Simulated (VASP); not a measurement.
# NiO in VASP: a series of runs, part 2 of 2

VASP 6.6.1.

**3. Single point, PBE, collinear spin, antiferromagnetic start (9.58 Å³/atom)**

This run uses another cell than the first one, of 9.58 Å³/atom.

File INCAR:

```
PREC = Accurate ; ENCUT = 520
EDIFF = 1E-6 ; ISMEAR = 0
SIGMA = 0.05 ; LREAL = False
LASPH = True ; NELM = 150
ALGO = Normal ; ISIF = 2
LWAVE = False ; LCHARG = True
ISPIN = 2 ; MAGMOM = 1.52 -1.52 0 0
LORBIT = 11 ; LMAXMIX = 4
GGA = PE ; LELF = True
LVHAR = True ; NBANDS = 28
```

File KPOINTS:

```
regular mesh
0
Gamma
  14 14 14
```

File POSCAR:

```
NiO
1.0
    0.0000000000      2.1276797958      2.1276797958
    2.1276797958      0.0000000000      2.1276797958
    4.2395245779      2.1118447821     -2.1118447821
Ni O
2 2
Direct
    0.0000000000      0.0000000000      0.0000000000
    0.5000000000      0.0000000000      0.5000000000
    0.7500000025      0.4999999949      0.2500000076
    1.2499999975      0.5000000051      0.7499999924
```

Potentials or basis: VASP PAW PBE potentials, release 64 (Ni, O).

Command:

```console
cat potpaw_PBE.64/Ni/POTCAR potpaw_PBE.64/O/POTCAR > POTCAR
mpirun -np 1 vasp_std > vasp.out
```

OUTCAR:

```text
PREC = Accurate
   ENCUT = 520
   EDIFF = 1E-6
   ISMEAR = 0
   LREAL = False
   LASPH = True
   NELM = 150
   ISIF = 2
   ISPIN = 2
   LORBIT = 11
   GGA = PE

 ion  position               nearest neighbor table
   1  0.000  0.000  0.000-   3 2.12   3 2.12   4 2.12   4 2.12   3 2.12   4 2.12   2 3.00   2 3.00
                             2 3.00   2 3.00   2 3.00   2 3.00
   2  0.500  0.000  0.500-   3 2.12   4 2.12   4 2.12   4 2.12   3 2.12   3 2.12   1 3.00   1 3.00
                             1 3.00   1 3.00   1 3.00   1 3.00
   3  0.750  0.500  0.250-   2 2.12   2 2.12   2 2.12   1 2.12   1 2.12   1 2.12
   4  0.250  0.500  0.750-   2 2.12   2 2.12   2 2.12   1 2.12   1 2.12   1 2.12

  LATTYP: Found a trigonal (rhomboedric) cell.
 ALAT       =     5.1858794253
 COS(alpha) =     0.8316676024

  Lattice vectors:

 A1 = (   4.2395245779,   2.1118447821,  -2.1118447821)
 A2 = (   2.1118447821,   2.1118447821,  -4.2395245779)
 A3 = (   2.1118447821,   4.2395245779,  -2.1118447821)

Analysis of symmetry for initial positions (statically):
=====================================================================
 Subroutine PRICEL returns following result:

  LATTYP: Found a trigonal (rhomboedric) cell.
 ALAT       =     2.9978070335
 COS(alpha) =     0.4962614465
[... 12 lines left out ...]
 Subroutine GETGRP returns: Found 12 space group operations
 (whereof 12 operations were pure point group operations)
 out of a pool of 12 trial point group operations.

The static configuration has the point symmetry D_3d.

Analysis of symmetry for dynamics (positions and initial velocities):
=====================================================================
 Subroutine PRICEL returns following result:

  LATTYP: Found a trigonal (rhomboedric) cell.
 ALAT       =     2.9978070335
 COS(alpha) =     0.4962614465
[... 12 lines left out ...]
 Subroutine GETGRP returns: Found 12 space group operations
 (whereof 12 operations were pure point group operations)
[... 174 lines left out ...]

  energy without entropy =      -23.45474843  energy(sigma->0) =      -23.45474843

 E-fermi :   6.8214     XC(G=0): -12.3857

 val. band max:        6.6217319169   @ k =   0.0000  -0.2143   0.0714
 cond. band min:       7.5302067698   @ k =   0.2143   0.0000   0.2857
 fundamental gap:      0.9084748529
 Fermi energy:         6.8213502516

 spin component 1

 k-point     1 :       0.0000    0.0000    0.0000
  band No.  band energies     occupation
      1     -12.5651      1.00000
      2     -11.2986      1.00000
      3      -0.4024      1.00000
      4       2.0017      1.00000
      5       2.0018      1.00000
      6       4.5519      1.00000
[... 733 lines left out ...]
     27      27.0421      0.00000
     28      28.1635      0.00000

 [... further k-points ...]

 spin component 2

 k-point     1 :       0.0000    0.0000    0.0000
  band No.  band energies     occupation
      1     -12.5651      1.00000
      2     -11.2986      1.00000
      3      -0.4024      1.00000
      4       2.0017      1.00000
      5       2.0018      1.00000
      6       4.5519      1.00000
[... 733 lines left out ...]
     27      27.0421      0.00000
     28      28.1635      0.00000

 [... further k-points ...]

------------------------ aborting loop because EDIFF is reached ----------------------------------------

  FORCE on cell =-STRESS in cart. coord.  units (eV):
  Direction    XX          YY          ZZ          XY          YZ          ZX
  --------------------------------------------------------------------------------------
  -------------------------------------------------------------------------------------
  Total       -1.7116125     -1.7116125     -1.7116125      0.0047135     -0.0047135     -0.0047135
  in kB      -71.5761220    -71.5761220    -71.5761220      0.1971081     -0.1971081     -0.1971081
  external PRESSURE =     -71.5761220 kB  Pullay stress =       0.0000000 kB

 VOLUME and BASIS-vectors are now :
 -----------------------------------------------------------------------------
  energy-cutoff  :      520.00
  volume of cell :       38.31
      direct lattice vectors                 reciprocal lattice vectors
     0.000000000  2.127679796  2.127679796    -0.117279038  0.352716495  0.117279038
     2.127679796  0.000000000  2.127679796     0.234558076 -0.235437457  0.235437457
     4.239524578  2.111844782 -2.111844782     0.118158419  0.118158419 -0.118158419

 POSITION                                       TOTAL-FORCE (eV/Angst)
 -----------------------------------------------------------------------------------
      0.00000      0.00000      0.00000         0.000000     -0.000000      0.000000
      2.11976      2.11976      0.00792         0.000000     -0.000000      0.000000
      2.12372      2.12372      2.13164        -0.000000      0.000000     -0.000000
      4.24348      2.11580      0.01188        -0.000000     -0.000000      0.000000
 -----------------------------------------------------------------------------------
    total drift:                                0.000000     -0.000000      0.000000

  FREE ENERGIE OF THE ION-ELECTRON SYSTEM (eV)
  ---------------------------------------------------
  free  energy   TOTEN  =       -23.4547484285 eV

  energy  without entropy=      -23.4547484285  energy(sigma->0) =      -23.45474843

 total charge

# of ion       s       p       d       tot
------------------------------------------
    1        0.314   0.364   8.231   8.909
    2        0.314   0.364   8.231   8.909
    3        1.562   3.384   0.000   4.946
    4        1.562   3.384   0.000   4.946
--------------------------------------------------
tot          3.752   7.498  16.462  27.712

 magnetization (x)

# of ion       s       p       d       tot
------------------------------------------
    1       -0.009  -0.012   1.392   1.371
    2        0.009   0.012  -1.392  -1.371
    3        0.000   0.000   0.000   0.000
    4        0.000   0.000   0.000   0.000
--------------------------------------------------
tot          0.000  -0.000   0.000  -0.000
```

stdout:

```text
POSCAR found type information on POSCAR NiO
 POSCAR found :  2 types and       4 ions
 scaLAPACK will be used
 LDA part: xc-table for (Slater+PW92), standard interpolation
 POSCAR, INCAR and KPOINTS ok, starting setup
 FFT: planning ... GRIDC
 FFT: planning ... GRID_SOFT
 FFT: planning ... GRID
 WAVECAR not read
 entering main loop
```

Run time: 11 min. Hardware: 1 thread of Oxide Virtual Turin-like, shared host; peak memory 0.47 GiB.

Results:

```
Free energy                                           : -23.4547 eV
Pressure                                              : -7.2 GPa
Band gap on the k mesh                                : 0.91 eV
Net moment                                            : 0.00 μB per cell
Site moments                                          : Ni +1.37, -1.37; O +0.00 μB
Valence electrons inside the program's atomic spheres : Ni 8.91; O 4.95
```

Caveat: the cell stands under tension. A k mesh can miss the band edges.

**4. Comparison with measurements**

Step 2. Measured gap of NiO: 4.3 eV (quoted in “Local correlations, non-local screening, multiplets, and band formation in NiO”, 2012, arxiv:1210.6675). This calculation gives 0.00 eV (-4.30 eV). So large a miss can be the level of theory's own, or it may mean another phase, state or a wrong row. The value is that of PBE on a finite k mesh, which can miss the band edges, without temperature or zero-point motion. Semilocal functionals fall short of measured gaps as a rule. The run's magnetic order (collinear spin, ferromagnetic start) needn't be the measured crystal's.
